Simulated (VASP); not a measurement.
# CaO (Fm-3m) in VASP: a series of runs

Runs on CaO. Level: PBEsol. Tasks: single point.

All numbers are computed with VASP 6.6.1; they aren't measurements. Logs are shortened: lines on timing, memory, paths and dates and some standing lists are left out, and cuts for length are marked.

## 1. The cell of the first run

It takes space group Fm-3m (No. 225, cubic). The conventional cell has a = 4.682 Å, b = 4.682 Å, c = 4.682 Å, α = 90.00°, β = 90.00°, γ = 90.00°. Ca (site symmetry m-3m) has 6 O at 2.34 Å within 3.1 Å. Within 3.1 Å of O (site symmetry m-3m) lie 6 Ca at 2.34 Å.

## 2. Single point, PBEsol

Contents of INCAR:

```
SYSTEM = CaO
PREC = Accurate ; ENCUT = 520
EDIFF = 1E-6 ; ISMEAR = 0
SIGMA = 0.01 ; LREAL = .FALSE.
LASPH = .TRUE. ; NELM = 60
ALGO = Normal ; ISIF = 2
LWAVE = .FALSE. ; LCHARG = .FALSE.
GGA = PS ; NBANDS = 15
```

Contents of KPOINTS:

```
regular mesh
0
G
  8 8 8
  0 0 0
```

Contents of POSCAR:

```
CaO
1.0
    2.3411525506      2.3411525506      0.0000000000
   -2.3411525506      2.3411525506      0.0000000000
    0.0000000000      2.3411525506      2.3411525506
Ca O
1 1
Direct
    0.0000000000      0.0000000000      0.0000000000
    0.5000000000      0.5000000000      0.0000000000
```

Potentials or basis: VASP PAW PBE potentials, release 64 (Ca_sv, O).

Command:

```sh
cat potpaw_PBE.64/Ca_sv/POTCAR potpaw_PBE.64/O/POTCAR > POTCAR
mpirun -np 1 vasp_std > vasp.out
```

OUTCAR:

```text
SYSTEM = CaO
   PREC = Accurate
   ENCUT = 520
   EDIFF = 1E-6
   ISMEAR = 0
   LREAL = .FALSE.
   LASPH = .TRUE.
   NELM = 60
   ISIF = 2
   GGA = PS

 ion  position               nearest neighbor table
   1  0.000  0.000  0.000-   2 2.34   2 2.34   2 2.34   2 2.34   2 2.34   2 2.34
   2  0.500  0.500  0.000-   1 2.34   1 2.34   1 2.34   1 2.34   1 2.34   1 2.34

  LATTYP: Found a face centered cubic cell.
 ALAT       =     4.6823051012

  Lattice vectors:

 A1 = (   0.0000000000,   2.3411525506,   2.3411525506)
 A2 = (   2.3411525506,   0.0000000000,   2.3411525506)
 A3 = (   2.3411525506,   2.3411525506,   0.0000000000)

Analysis of symmetry for initial positions (statically):
=====================================================================
 Subroutine PRICEL returns:
 Original cell was already a primitive cell.

 Routine SETGRP: Setting up the symmetry group for a
 face centered cubic supercell.

 Subroutine GETGRP returns: Found 48 space group operations
 (whereof 48 operations were pure point group operations)
 out of a pool of 48 trial point group operations.

The static configuration has the point symmetry O_h .

Analysis of symmetry for dynamics (positions and initial velocities):
=====================================================================
 Subroutine PRICEL returns:
 Original cell was already a primitive cell.

 Routine SETGRP: Setting up the symmetry group for a
 face centered cubic supercell.

 Subroutine GETGRP returns: Found 48 space group operations
 (whereof 48 operations were pure point group operations)
 out of a pool of 48 trial point group operations.

The dynamic configuration has the point symmetry O_h .

 Subroutine INISYM returns: Found 48 space group operations
 (whereof 48 operations are pure point group operations),
 and found     1 'primitive' translations

----------------------------------------------------------------------------------------

                                     Primitive cell

  volume of cell :      25.6637

  direct lattice vectors                    reciprocal lattice vectors
     2.341152551  2.341152551  0.000000000     0.213570021  0.213570021 -0.213570021
    -2.341152551  2.341152551  0.000000000    -0.213570021  0.213570021 -0.213570021
     0.000000000  2.341152551  2.341152551     0.000000000  0.000000000  0.427140043

  length of vectors
     3.310889689  3.310889689  3.310889689     0.369914128  0.369914128  0.427140043

  position of ions in fractional coordinates (direct lattice)
[... 85 lines left out ...]
   ISIF   =      2    stress and relaxation
   ISYM   =      2    0-nonsym 1-usesym 2-fastsym
   POTIM  = 0.5000    time-step for ionic-motion
   TEBEG  =    0.0;   TEEND  =   0.0 temperature during run
   PSTRESS=    0.0 pullay stress
   NELECT =      16.0000    total number of electrons
   NUPDOWN=      -1.0000    fix difference up-down
   EMIN   =  10.00;   EMAX   =-10.00  energy-range for DOS
   EFERMI =   0.00;   METHOD = LEGACY
   ISMEAR =     0;   SIGMA  =   0.01  broadening in eV -4-tet -1-fermi 0-gaus
   EFERMI_NEDOS =   21; number of points for ismear=-14 and -15
   IALGO  =     38    algorithm
   IMIX   =      4    mixing-type and parameters
     AMIX     =   0.40;   BMIX     =  1.00
     AMIX_MAG =   1.60;   BMIX_MAG =  1.00
  volume/ion in A,a.u.               =      12.83        86.59
  Fermi-wavevector in a.u.,A,eV,Ry     =   1.398541  2.642859 26.611854  1.955916
  Thomas-Fermi vector in A             =   2.521689
   LORBIT       =      0    0 simple, 1 ext, 2 COOP (PROOUT), +10 PAW based schemes
   GGA     = PS    functional components
   LHFCALC =     F    Hartree Fock is set to
   AEXX    =    0.0000 exact exchange contribution
   IVDW    =     0    specifies the selected vdW correction
   LEPSILON=     F    determine dielectric tensor
   LRPA    =     F    only Hartree local field effects (RPA)
 non-spin polarized calculation
 Gauss-broadening in eV      SIGMA  =   0.01
  energy-cutoff  :      520.00
  volume of cell :       25.66
 maximum number of plane-waves:       701
 NGX is ok and might be reduce to    28
   NGX = 13   NGY = 13   NGZ = 13

 number of electron      16.0000000 magnetization

 Free energy of the ion-electron system (eV)
  ---------------------------------------------------
  ext. energy  EPLUGINS =         0.00000000
  ---------------------------------------------------
  free energy    TOTEN  =       -13.37285574 eV

  energy without entropy =      -13.37285574  energy(sigma->0) =      -13.37285574

 E-fermi :   2.7389     XC(G=0): -11.1323

 val. band max:        2.6607271535   @ k =   0.0000   0.0000   0.0000
 cond. band min:       6.1428543422   @ k =   0.5000   0.5000   0.0000
 fundamental gap:      3.4821271887
 Fermi energy:         2.7388547122

 k-point     1 :       0.0000    0.0000    0.0000
  band No.  band energies     occupation
      1     -34.4239      2.00000
      2     -15.1962      2.00000
      3     -15.1962      2.00000
      4     -15.1962      2.00000
      5     -12.9384      2.00000
      6       2.6607      2.00000
      7       2.6607      2.00000
      8       2.6607      2.00000
      9       7.8826      0.00000
     10       9.0267      0.00000
     11       9.0267      0.00000
     12       9.0267      0.00000
     13      10.7084      0.00000
     14      10.7084      0.00000
[... 401 lines left out ...]
      2     -16.4515      2.00000
      3     -15.5178      2.00000
      4     -15.3637      2.00000
      5     -11.7151      2.00000
      6       0.4409      2.00000
      7       1.4379      2.00000
      8       1.4731      2.00000
      9       9.6665      0.00000
     10       9.7325      0.00000
     11      11.9044      0.00000
     12      12.2149      0.00000
     13      13.5567      0.00000
     14      15.3004      0.00000
     15      17.4650      0.00000

 [... further k-points ...]
[... 5 lines left out ...]
  --------------------------------------------------------------------------------------
  -------------------------------------------------------------------------------------
  Total        1.2457483      1.2457483      1.2457483      0.0000000      0.0000000      0.0000000
  in kB       77.7717273     77.7717273     77.7717273      0.0000000      0.0000000      0.0000000
  external PRESSURE =      77.7717273 kB  Pullay stress =       0.0000000 kB

 VOLUME and BASIS-vectors are now :
 -----------------------------------------------------------------------------
  energy-cutoff  :      520.00
  volume of cell :       25.66
      direct lattice vectors                 reciprocal lattice vectors
     2.341152551  2.341152551  0.000000000     0.213570021  0.213570021 -0.213570021
    -2.341152551  2.341152551  0.000000000    -0.213570021  0.213570021 -0.213570021
     0.000000000  2.341152551  2.341152551     0.000000000  0.000000000  0.427140043

 POSITION                                       TOTAL-FORCE (eV/Angst)
 -----------------------------------------------------------------------------------
      0.00000      0.00000      0.00000        -0.000000     -0.000000      0.000000
      0.00000      2.34115      0.00000         0.000000      0.000000      0.000000
 -----------------------------------------------------------------------------------
    total drift:                               -0.000000      0.000000     -0.000000

  FREE ENERGIE OF THE ION-ELECTRON SYSTEM (eV)
  ---------------------------------------------------
  free  energy   TOTEN  =       -13.3728557357 eV

  energy  without entropy=      -13.3728557357  energy(sigma->0) =      -13.37285574
```

It took 6.4 s on 1 thread of Intel Xeon 6975P-C (Granite Rapids), shared host; peak memory 0.16 GiB.

Results:

```
Free energy            : -13.3729 eV
Pressure               : 7.8 GPa
Band gap on the k mesh : 3.48 eV, indirect (least direct gap 3.84 eV)
```

Caveat: the PAW data sets were made with another functional, which shifts forces and pressure a little.

## 3. Single point, PBEsol

Contents of INCAR:

```
ALGO = Normal
EDIFF = 1E-7
ENCUT = 520
GGA = PS
ISIF = 2
ISMEAR = 0
LASPH = T
LCHARG = F
LREAL = F
LWAVE = F
NBANDS = 15
NELM = 100
PREC = Accurate
SIGMA = 0.01
```

Contents of KPOINTS:

```
k-points
0
Gamma
  8 8 8
```

POSCAR is that of step 2.

Potentials or basis: VASP PAW PBE potentials, release 64 (Ca_sv, O).

Command:

```sh
cat potpaw_PBE.64/Ca_sv/POTCAR potpaw_PBE.64/O/POTCAR > POTCAR
mpirun -np 1 vasp_std > vasp.out
```

OUTCAR:

```text
EDIFF = 1E-7
   ENCUT = 520
   GGA = PS
   ISIF = 2
   ISMEAR = 0
   LASPH = T
   LREAL = F
   NELM = 100
   PREC = Accurate

 ion  position               nearest neighbor table
   1  0.000  0.000  0.000-   2 2.34   2 2.34   2 2.34   2 2.34   2 2.34   2 2.34
   2  0.500  0.500  0.000-   1 2.34   1 2.34   1 2.34   1 2.34   1 2.34   1 2.34

  LATTYP: Found a face centered cubic cell.
 ALAT       =     4.6823051012

  Lattice vectors:

 A1 = (   0.0000000000,   2.3411525506,   2.3411525506)
 A2 = (   2.3411525506,   0.0000000000,   2.3411525506)
 A3 = (   2.3411525506,   2.3411525506,   0.0000000000)

Analysis of symmetry for initial positions (statically):
=====================================================================
 Subroutine PRICEL returns:
 Original cell was already a primitive cell.

 Routine SETGRP: Setting up the symmetry group for a
 face centered cubic supercell.

 Subroutine GETGRP returns: Found 48 space group operations
 (whereof 48 operations were pure point group operations)
 out of a pool of 48 trial point group operations.

The static configuration has the point symmetry O_h .

Analysis of symmetry for dynamics (positions and initial velocities):
[... 167 lines left out ...]
 k-point     1 :       0.0000    0.0000    0.0000
  band No.  band energies     occupation
      1     -34.4238      2.00000
      2     -15.1961      2.00000
      3     -15.1961      2.00000
      4     -15.1961      2.00000
      5     -12.9391      2.00000
      6       2.6599      2.00000
      7       2.6599      2.00000
      8       2.6599      2.00000
      9       7.8828      0.00000
     10       9.0267      0.00000
     11       9.0267      0.00000
     12       9.0267      0.00000
     13      10.7084      0.00000
     14      10.7084      0.00000
[... 401 lines left out ...]
      2     -16.4516      2.00000
      3     -15.5178      2.00000
      4     -15.3637      2.00000
      5     -11.7158      2.00000
      6       0.4404      2.00000
      7       1.4372      2.00000
      8       1.4724      2.00000
      9       9.6663      0.00000
     10       9.7324      0.00000
     11      11.9044      0.00000
     12      12.2148      0.00000
     13      13.5566      0.00000
     14      15.3004      0.00000
     15      17.4653      0.00000

 [... further k-points ...]
[... 5 lines left out ...]
  --------------------------------------------------------------------------------------
  -------------------------------------------------------------------------------------
  Total        1.2562096      1.2562096      1.2562096     -0.0000000      0.0000000      0.0000000
  in kB       78.4248273     78.4248273     78.4248273     -0.0000000      0.0000000      0.0000000
  external PRESSURE =      78.4248273 kB  Pullay stress =       0.0000000 kB

 VOLUME and BASIS-vectors are now :
 -----------------------------------------------------------------------------
  energy-cutoff  :      520.00
  volume of cell :       25.66
      direct lattice vectors                 reciprocal lattice vectors
     2.341152551  2.341152551  0.000000000     0.213570021  0.213570021 -0.213570021
    -2.341152551  2.341152551  0.000000000    -0.213570021  0.213570021 -0.213570021
     0.000000000  2.341152551  2.341152551     0.000000000  0.000000000  0.427140043

 POSITION                                       TOTAL-FORCE (eV/Angst)
 -----------------------------------------------------------------------------------
      0.00000      0.00000      0.00000        -0.000000      0.000000      0.000000
      0.00000      2.34115      0.00000         0.000000     -0.000000      0.000000
 -----------------------------------------------------------------------------------
    total drift:                               -0.000000      0.000000     -0.000000

  FREE ENERGIE OF THE ION-ELECTRON SYSTEM (eV)
  ---------------------------------------------------
  free  energy   TOTEN  =       -13.3728554491 eV

  energy  without entropy=      -13.3728554491  energy(sigma->0) =      -13.37285545
```

stdout:

```text
POSCAR found type information on POSCAR CaO
 POSCAR found :  2 types and       2 ions
 scaLAPACK will be used
 -----------------------------------------------------------------------------
|                                                                             |
|                                                                             |
|     You enforced a specific xc type in the INCAR file but a different       |
|     I HOPE YOU KNOW WHAT YOU ARE DOING!                                     |
|                                                                             |
 -----------------------------------------------------------------------------

 LDA part: xc-table for (Slater+PW92), standard interpolation
 POSCAR, INCAR and KPOINTS ok, starting setup
 FFT: planning ... GRIDC
 FFT: planning ... GRID_SOFT
 FFT: planning ... GRID
 WAVECAR not read
 entering main loop
```

Run time: 7.3 s. Hardware: 1 thread of Intel Xeon 6975P-C (Granite Rapids), shared host; peak memory 0.16 GiB.

Results:

```yaml
Free_energy: -13.3729 eV
Pressure: 7.8 GPa
Band_gap_on_the_k_mesh: 3.48 eV, indirect (least direct gap 3.84 eV)
```

Levels at points of the mesh, in eV from the valence-band top:
```csv
k point,band 4,band 5,band 6,band 7,band 8,band 9,band 10,band 11,band 12,band 13
"(0.00, 0.00, 0.00)",-17.86,-15.60,0.00,0.00,0.00,5.22,6.37,6.37,6.37,8.05
"(0.50, 0.00, 0.00)",-17.92,-13.99,-2.89,-1.39,-1.39,7.38,8.80,8.80,8.94,11.14
"(0.50, 0.50, 0.00)",-18.16,-15.36,-1.27,-0.36,-0.36,3.48,8.64,9.37,10.13,10.13
```

Caveat: the PAW data sets were made with another functional, which shifts forces and pressure a little.
